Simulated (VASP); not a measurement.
# SnO2 in VASP: further runs

Runs on SnO2. Level: r2SCAN. Tasks: single point.

All numbers are computed with VASP 6.6.1; they aren't measurements. Logs are shortened: lines on timing, memory, paths and dates and some standing lists are left out, and cuts for length are marked.

## 1. The cell of the first run

The structure is tetragonal, space group P4_2/mnm (No. 136). The conventional cell has a = 5.046 Å, b = 5.046 Å, c = 3.097 Å, α = 90.00°, β = 90.00°, γ = 90.00°. Sn (site symmetry mmm) has 6 O at 2.06 to 2.20 Å within 2.7 Å. O (site symmetry m2m) has 3 Sn at 2.06 to 2.20 Å within 2.7 Å.

## 2. Single point, r2SCAN

File POSCAR:

```
SnO2
1.0
    5.0455341317      0.0000000000      0.0000000000
    0.0000000000      5.0455341317      0.0000000000
    0.0000000000      0.0000000000      3.0973773358
Sn O
2 4
Direct
    0.5000000000      0.5000000000      0.5000000000
    0.0000000000      0.0000000000      0.0000000000
    0.3089833824      0.3089833824      0.0000000000
    0.8089833824      0.1910166176      0.5000000000
    0.1910166176      0.8089833824      0.5000000000
    0.6910166176      0.6910166176      0.0000000000
```

File INCAR.step1:

```
ALGO = Normal ; EDIFF = 1E-4
ENCUT = 520 ; GGA = PE
ISMEAR = 0 ; LASPH = T
LCHARG = F ; LREAL = F
LWAVE = T ; NBANDS = 35
NELM = 80 ; PREC = Accurate
SIGMA = 0.02
```

File INCAR.step2:

```
ALGO = Normal ; EDIFF = 1E-7
ENCUT = 520 ; ISIF = 2
ISMEAR = 0 ; ISTART = 1
LASPH = T ; LCHARG = F
LMIXTAU = T ; LREAL = F
LWAVE = F ; METAGGA = R2SCAN
NBANDS = 35 ; NELM = 80
PREC = Accurate ; SIGMA = 0.02
```

File KPOINTS:

```
k-points
0
Gamma
  6 6 8
```

Potentials or basis: VASP PAW PBE potentials, release 64 (Sn_d, O).

The run is started by

```sh
> cat potpaw_PBE.64/Sn_d/POTCAR potpaw_PBE.64/O/POTCAR > POTCAR
> cp INCAR.step1 INCAR
> mpirun -np 1 vasp_std > vasp.out
> cp INCAR.step2 INCAR
> mpirun -np 1 vasp_std > vasp.out
```

OUTCAR:

```text
EDIFF = 1E-7
   ENCUT = 520
   ISIF = 2
   ISMEAR = 0
   ISTART = 1
   LASPH = T
   LREAL = F
   METAGGA = R2SCAN
   NELM = 80
   PREC = Accurate

 ion  position               nearest neighbor table
   1  0.500  0.500  0.500-   3 2.06   6 2.06   3 2.06   6 2.06   5 2.20   4 2.20
   2  0.000  0.000  0.000-   4 2.06   5 2.06   4 2.06   5 2.06   3 2.20   6 2.20
   3  0.309  0.309  0.000-   1 2.06   1 2.06   2 2.20
   4  0.809  0.191  0.500-   2 2.06   2 2.06   1 2.20
   5  0.191  0.809  0.500-   2 2.06   2 2.06   1 2.20
   6  0.691  0.691  0.000-   1 2.06   1 2.06   2 2.20

  LATTYP: Found a simple tetragonal cell.
 ALAT       =     5.0455341317
 C/A-ratio  =     0.6138849238

  Lattice vectors:

 A1 = (   5.0455341317,   0.0000000000,   0.0000000000)
 A2 = (   0.0000000000,   5.0455341317,   0.0000000000)
 A3 = (   0.0000000000,   0.0000000000,   3.0973773358)

Analysis of symmetry for initial positions (statically):
=====================================================================
 Subroutine PRICEL returns:
 Original cell was already a primitive cell.

 Routine SETGRP: Setting up the symmetry group for a
 simple tetragonal supercell.

 Subroutine GETGRP returns: Found 16 space group operations
 (whereof  8 operations were pure point group operations)
 out of a pool of 16 trial point group operations.

The static configuration has the point symmetry D_2h.
 The point group associated with its full space group is D_4h.

Analysis of symmetry for dynamics (positions and initial velocities):
=====================================================================
 Subroutine PRICEL returns:
 Original cell was already a primitive cell.

 Routine SETGRP: Setting up the symmetry group for a
 simple tetragonal supercell.

 Subroutine GETGRP returns: Found 16 space group operations
 (whereof  8 operations were pure point group operations)
 out of a pool of 16 trial point group operations.

The dynamic configuration has the point symmetry D_2h.
 The point group associated with its full space group is D_4h.

 Subroutine INISYM returns: Found 16 space group operations
 (whereof  8 operations are pure point group operations),
 and found     1 'primitive' translations

----------------------------------------------------------------------------------------

                                     Primitive cell

  volume of cell :      78.8512

  direct lattice vectors                    reciprocal lattice vectors
     5.045534132  0.000000000  0.000000000     0.198195072  0.000000000  0.000000000
     0.000000000  5.045534132  0.000000000     0.000000000  0.198195072  0.000000000
     0.000000000  0.000000000  3.097377336     0.000000000  0.000000000  0.322853786

  length of vectors
     5.045534132  5.045534132  3.097377336     0.198195072  0.198195072  0.322853786

  position of ions in fractional coordinates (direct lattice)
     0.500000000  0.500000000  0.500000000
     0.000000000  0.000000000  0.000000000
     0.308983382  0.308983382  0.000000000
     0.808983382  0.191016618  0.500000000
     0.191016618  0.808983382  0.500000000
     0.691016618  0.691016618  0.000000000

  ion indices of the primitive-cell ions
   primitive index   ion index
                 1           1
                 2           2
                 3           3
                 4           4
                 5           5
                 6           6

----------------------------------------------------------------------------------------

 KPOINTS: k-points

Automatic generation of k-mesh.
 Grid dimensions read from file:
 generate k-points for:    6    6    8

 Generating k-lattice:

  Cartesian coordinates                     Fractional coordinates (reciprocal lattice)
     0.033032512  0.000000000  0.000000000     0.166666667  0.000000000  0.000000000
     0.000000000  0.033032512  0.000000000     0.000000000  0.166666667  0.000000000
     0.000000000  0.000000000  0.040356723     0.000000000  0.000000000  0.125000000

  Length of vectors
     0.033032512  0.033032512  0.040356723

  Shift w.r.t. Gamma in fractional coordinates (k-lattice)
     0.000000000  0.000000000  0.000000000

 Subroutine IBZKPT returns following result:
 ===========================================

 Found     50 irreducible k-points:

 Following reciprocal coordinates:
            Coordinates               Weight
  0.000000  0.000000  0.000000      1.000000
  0.166667  0.000000  0.000000      4.000000
  0.333333  0.000000  0.000000      4.000000
  0.500000  0.000000  0.000000      2.000000
  0.166667  0.166667  0.000000      4.000000
  0.333333  0.166667  0.000000      8.000000
[... 16 lines left out ...]
  0.333333  0.000000  0.250000      8.000000
  0.500000  0.000000  0.250000      4.000000
 [... further k-points ...]
   k-points           NKPTS =     50   k-points in BZ     NKDIM =     50   number of bands    NBANDS=     35
   number of dos      NEDOS =    301   number of ions     NIONS =      6
   total plane-waves  NPLWV =  38400
   dimension x,y,z NGX =    40 NGY =   40 NGZ =   24
   dimension x,y,z NGXF=    80 NGYF=   80 NGZF=   48
   ions per type =               2   4
   NGX,Y,Z   is equivalent  to a cutoff of  13.18, 13.18, 12.88 a.u.
   NGXF,Y,Z  is equivalent  to a cutoff of  26.36, 26.36, 25.76 a.u.
 SYSTEM =  unknown system
   PREC   = accura    normal or accurate (medium, high low for compatibility)
   ISTART =      1    job   : 0-new  1-cont  2-samecut
   ICHARG =      0    charge: 1-file 2-atom 10-const
   ISPIN  =      1    spin polarized calculation?
   LNONCOLLINEAR =      F non collinear calculations
   LSORBIT =      F    spin-orbit coupling
   LASPH  =      T    aspherical Exc in radial PAW
   ENCUT  =  520.0 eV  38.22 Ry    6.18 a.u.   9.38  9.38  5.76*2*pi/ulx,y,z
   NELM   =     80;   NELMIN=  2; NELMDL=  0     # of ELM steps
   EDIFF  = 0.1E-06   stopping-criterion for ELM
   LREAL  =      F    real-space projection
   EDIFFG = 0.1E-05   stopping-criterion for IOM
   NSW    =      0    number of steps for IOM
   IBRION =     -1    ionic relax: 0-MD 1-quasi-New 2-CG
   NFREE  =      0    steps in history (QN), initial steepest desc. (CG)
   ISIF   =      2    stress and relaxation
   ISYM   =      2    0-nonsym 1-usesym 2-fastsym
   POTIM  = 0.5000    time-step for ionic-motion
   TEBEG  =    0.0;   TEEND  =   0.0 temperature during run
   PSTRESS=    0.0 pullay stress
   NELECT =      52.0000    total number of electrons
   NUPDOWN=      -1.0000    fix difference up-down
   EMIN   =  10.00;   EMAX   =-10.00  energy-range for DOS
   EFERMI =   0.00;   METHOD = LEGACY
   ISMEAR =     0;   SIGMA  =   0.02  broadening in eV -4-tet -1-fermi 0-gaus
   EFERMI_NEDOS =   21; number of points for ismear=-14 and -15
   IALGO  =     38    algorithm
   IMIX   =      4    mixing-type and parameters
     AMIX     =   0.40;   BMIX     =  1.00
     AMIX_MAG =   1.60;   BMIX_MAG =  1.00
  volume/ion in A,a.u.               =      13.14        88.69
  Fermi-wavevector in a.u.,A,eV,Ry     =   1.424972  2.692808 27.627263  2.030547
  Thomas-Fermi vector in A             =   2.545406
   LORBIT       =      0    0 simple, 1 ext, 2 COOP (PROOUT), +10 PAW based schemes
   METAGGA = R2SCAN    functional components
   LHFCALC =     F    Hartree Fock is set to
   AEXX    =    0.0000 exact exchange contribution
   IVDW    =     0    specifies the selected vdW correction
   LEPSILON=     F    determine dielectric tensor
   LRPA    =     F    only Hartree local field effects (RPA)
 non-spin polarized calculation
 Gauss-broadening in eV      SIGMA  =   0.02
  energy-cutoff  :      520.00
  volume of cell :       78.85
 maximum number of plane-waves:      2156
 NGX is ok and might be reduce to    40
   NGX = 19   NGY = 19   NGZ = 11

 number of electron      52.0000024 magnetization

 Free energy of the ion-electron system (eV)
  ---------------------------------------------------
  ext. energy  EPLUGINS =         0.00000000
  ---------------------------------------------------
  free energy    TOTEN  =       -84.20536233 eV

  energy without entropy =      -84.20536233  energy(sigma->0) =      -84.20536233

 E-fermi :   4.6419     XC(G=0): -11.4505

 val. band max:        4.5306293447   @ k =   0.0000   0.0000   0.0000
 cond. band min:       5.8592537274   @ k =   0.0000   0.0000   0.0000
 fundamental gap:      1.3286243827
 Fermi energy:         4.6419403850

 k-point     1 :       0.0000    0.0000    0.0000
  band No.  band energies     occupation
      1     -17.1251      2.00000
      2     -16.5726      2.00000
      3     -16.1244      2.00000
      4     -16.1244      2.00000
      5     -16.1112      2.00000
      6     -16.0120      2.00000
[... 27 lines left out ...]
     34      16.5865      0.00000
     35      17.0889      0.00000

 k-point     2 :       0.1667    0.0000    0.0000
  band No.  band energies     occupation
      1     -17.0930      2.00000
      2     -16.6113      2.00000
      3     -16.1236      2.00000
      4     -16.1236      2.00000
      5     -16.1090      2.00000
      6     -16.0136      2.00000
[... 27 lines left out ...]
     34      16.7982      0.00000
     35      17.1105      0.00000

 k-point     3 :       0.3333    0.0000    0.0000
  band No.  band energies     occupation
      1     -17.0013      2.00000
      2     -16.7204      2.00000
      3     -16.1220      2.00000
      4     -16.1219      2.00000
      5     -16.1016      2.00000
      6     -16.0558      2.00000
[... 27 lines left out ...]
     34      17.1473      0.00000
     35      17.3939      0.00000
[... 723 lines left out ...]
 k-point    23 :       0.3333    0.0000    0.2500
  band No.  band energies     occupation
      1     -16.8473      2.00000
      2     -16.7750      2.00000
      3     -16.5223      2.00000
      4     -16.3117      2.00000
      5     -16.0227      2.00000
      6     -16.0208      2.00000
[... 27 lines left out ...]
     34      16.8827      0.00000
     35      17.3031      0.00000

 k-point    24 :       0.5000    0.0000    0.2500
  band No.  band energies     occupation
      1     -16.8266      2.00000
      2     -16.8266      2.00000
      3     -16.4067      2.00000
      4     -16.4067      2.00000
      5     -16.0236      2.00000
      6     -16.0236      2.00000
[... 27 lines left out ...]
     34      16.9828      0.00000
     35      17.5335      0.00000

 [... further k-points ...]

------------------------ aborting loop because EDIFF is reached ----------------------------------------

  FORCE on cell =-STRESS in cart. coord.  units (eV):
  Direction    XX          YY          ZZ          XY          YZ          ZX
  --------------------------------------------------------------------------------------
  -------------------------------------------------------------------------------------
  Total       -6.8312127     -6.8312127      0.7248852      0.0000000      0.0000000      0.0000000
  in kB     -138.8033597   -138.8033597     14.7289376      0.0000000      0.0000000      0.0000000
  external PRESSURE =     -87.6259273 kB  Pullay stress =       0.0000000 kB

 VOLUME and BASIS-vectors are now :
 -----------------------------------------------------------------------------
  energy-cutoff  :      520.00
  volume of cell :       78.85
      direct lattice vectors                 reciprocal lattice vectors
     5.045534132  0.000000000  0.000000000     0.198195072  0.000000000  0.000000000
     0.000000000  5.045534132  0.000000000     0.000000000  0.198195072  0.000000000
     0.000000000  0.000000000  3.097377336     0.000000000  0.000000000  0.322853786

 POSITION                                       TOTAL-FORCE (eV/Angst)
 -----------------------------------------------------------------------------------
      2.52277      2.52277      1.54869         0.000000     -0.000000      0.000000
      0.00000      0.00000      0.00000         0.000000     -0.000000      0.000000
      1.55899      1.55899      0.00000        -0.050554     -0.050554     -0.000000
      4.08175      0.96378      1.54869        -0.050554      0.050554      0.000000
      0.96378      4.08175      1.54869         0.050554     -0.050554     -0.000000
      3.48655      3.48655      0.00000         0.050554      0.050554      0.000000
 -----------------------------------------------------------------------------------
    total drift:                               -0.000000      0.000000     -0.000000

  FREE ENERGIE OF THE ION-ELECTRON SYSTEM (eV)
  ---------------------------------------------------
  free  energy   TOTEN  =       -84.2053623278 eV

  energy  without entropy=      -84.2053623278  energy(sigma->0) =      -84.20536233
```

Run time: 7 min. Hardware: 1 thread of Intel Xeon 6975P-C, shared host; peak memory 0.27 GiB.

Results:

```
Free energy            : -84.2054 eV
Pressure               : -8.8 GPa
Largest force          : 0.071 eV/Å
Band gap on the k mesh : 1.33 eV, direct
```

Forces in eV/Å, atoms in the order of the input:
```
Sn   0.000  0.000  0.000
Sn   0.000  0.000  0.000
O   -0.051 -0.051  0.000
O   -0.051  0.051  0.000
O    0.051 -0.051  0.000
O    0.051  0.051  0.000
```

Stress tensor (GPa, compression positive):
```
-13.88   0.00   0.00
  0.00 -13.88   0.00
  0.00   0.00   1.47
```

Levels at points of the mesh, in eV from the valence-band top:
| k point | band 22 | band 23 | band 24 | band 25 | band 26 | band 27 | band 28 | band 29 | band 30 | band 31 |
| --- | --- | --- | --- | --- | --- | --- | --- | --- | --- | --- |
| (0.00, 0.00, 0.00) | -0.96 | -0.96 | -0.79 | -0.79 | 0.00 | 1.33 | 6.72 | 7.21 | 7.21 | 10.61 |
| (0.50, 0.00, 0.00) | -1.86 | -0.93 | -0.93 | -0.67 | -0.67 | 4.27 | 4.27 | 8.02 | 8.02 | 10.36 |
| (0.50, 0.50, 0.00) | -1.65 | -1.00 | -1.00 | -0.96 | -0.96 | 4.81 | 4.81 | 8.07 | 8.07 | 10.38 |
| (0.00, 0.00, 0.50) | -2.36 | -1.37 | -1.37 | -1.13 | -1.13 | 6.09 | 6.09 | 9.69 | 9.69 | 10.38 |
| (0.50, 0.00, 0.50) | -1.55 | -1.00 | -1.00 | -0.85 | -0.85 | 6.27 | 6.27 | 7.72 | 7.72 | 11.91 |
| (0.50, 0.50, 0.50) | -2.32 | -0.95 | -0.95 | -0.83 | -0.83 | 4.85 | 4.85 | 9.01 | 9.01 | 11.15 |

Caveat: the PAW data sets were made with another functional, which shifts forces and pressure a little; spin-orbit coupling is left out, which moves the levels of the heavy elements. r2SCAN opens gaps a little over a GGA but as a rule still falls short of measured ones.

## 3. Single point, r2SCAN

This run uses another cell than the first one, of 12.09 Å³/atom, 0.920 times its volume.

File POSCAR:

```
SnO2
1.0
    4.7598181028      0.0000000000      0.0000000000
    0.0000000000      4.7600576175      0.0000000000
    0.0000000000      0.0000000000      3.2007107555
Sn O
2 4
Direct
    0.5000000000      0.5000000000      0.5000000000
    0.0000000000      0.0000000000      0.0000000000
    0.3058623572      0.3059582262      0.0000000000
    0.8058623572      0.1940417738      0.5000000000
    0.1941376428      0.8059582262      0.5000000000
    0.6941376428      0.6940417738      0.0000000000
```

File INCAR.step1:

```
PREC = Accurate
ENCUT = 520
ISMEAR = 0
SIGMA = 0.02
LREAL = False
LASPH = True
NELM = 100
NBANDS = 35
GGA = PE
ALGO = Normal
EDIFF = 1E-4
LWAVE = True
LCHARG = False
```

File INCAR.step2:

```
PREC = Accurate
ENCUT = 520
EDIFF = 1E-6
ISMEAR = 0
SIGMA = 0.02
LREAL = False
LASPH = True
NELM = 100
ALGO = Normal
ISIF = 2
LWAVE = False
LCHARG = False
METAGGA = R2SCAN
LMIXTAU = True
NBANDS = 35
ISTART = 1
```

File KPOINTS:

```
regular mesh
0
Gamma
  6 6 8
```

Potentials or basis: VASP PAW PBE potentials, release 64 (Sn_d, O).

The run is started by

```sh
> cat potpaw_PBE.64/Sn_d/POTCAR potpaw_PBE.64/O/POTCAR > POTCAR
> cp INCAR.step1 INCAR
> mpirun -np 1 vasp_std > vasp.out
> cp INCAR.step2 INCAR
> mpirun -np 1 vasp_std > vasp.out
```

Run time: 7.2 min. Hardware: 1 thread of Intel Xeon 6975P-C, shared host; peak memory 0.29 GiB.

It converged, with:

```yaml
Free_energy: -84.6295 eV
Pressure: 1.1 GPa
Largest_force: 0.028 eV/Å
Band_gap_on_the_k_mesh: 1.79 eV, direct
```

Forces on the atoms (eV/Å):
```
Sn   0.000  0.000  0.000
Sn   0.000  0.000  0.000
O   -0.020 -0.020  0.000
O   -0.020  0.020  0.000
O    0.020 -0.020  0.000
O    0.020  0.020  0.000
```

Stress tensor (GPa, compression positive):
```
0.93 0.00 0.00
0.00 0.93 0.00
0.00 0.00 1.44
```

Levels at points of the mesh, in eV from the valence-band top:
| k point | band 22 | band 23 | band 24 | band 25 | band 26 | band 27 | band 28 | band 29 | band 30 | band 31 |
| --- | --- | --- | --- | --- | --- | --- | --- | --- | --- | --- |
| (0.00, 0.00, 0.00) | -1.22 | -1.22 | -0.78 | -0.78 | 0.00 | 1.79 | 6.81 | 7.05 | 7.05 | 11.10 |
| (0.50, 0.00, 0.00) | -1.97 | -1.17 | -1.17 | -0.62 | -0.62 | 5.00 | 5.00 | 7.81 | 7.81 | 11.89 |
| (0.00, 0.50, 0.00) | -1.97 | -1.17 | -1.17 | -0.62 | -0.62 | 5.00 | 5.00 | 7.81 | 7.81 | 11.89 |
| (0.50, 0.50, 0.00) | -1.96 | -1.30 | -1.30 | -0.92 | -0.92 | 5.44 | 5.44 | 8.22 | 8.22 | 11.92 |
| (0.00, 0.00, 0.50) | -2.59 | -1.67 | -1.67 | -1.27 | -1.27 | 6.87 | 6.87 | 10.53 | 10.53 | 11.56 |
| (0.50, 0.00, 0.50) | -1.73 | -1.11 | -1.11 | -0.69 | -0.69 | 7.15 | 7.15 | 8.85 | 8.85 | 11.93 |
| (0.00, 0.50, 0.50) | -1.73 | -1.11 | -1.11 | -0.69 | -0.69 | 7.15 | 7.15 | 8.85 | 8.85 | 11.93 |
| (0.50, 0.50, 0.50) | -2.35 | -0.96 | -0.96 | -0.85 | -0.85 | 5.52 | 5.52 | 9.65 | 9.65 | 11.91 |

Caveat: the PAW data sets were made with another functional, which shifts forces and pressure a little; spin-orbit coupling is left out, which moves the levels of the heavy elements. r2SCAN opens gaps a little over a GGA but as a rule still falls short of measured ones.

(Continued in part 2 of 2.)
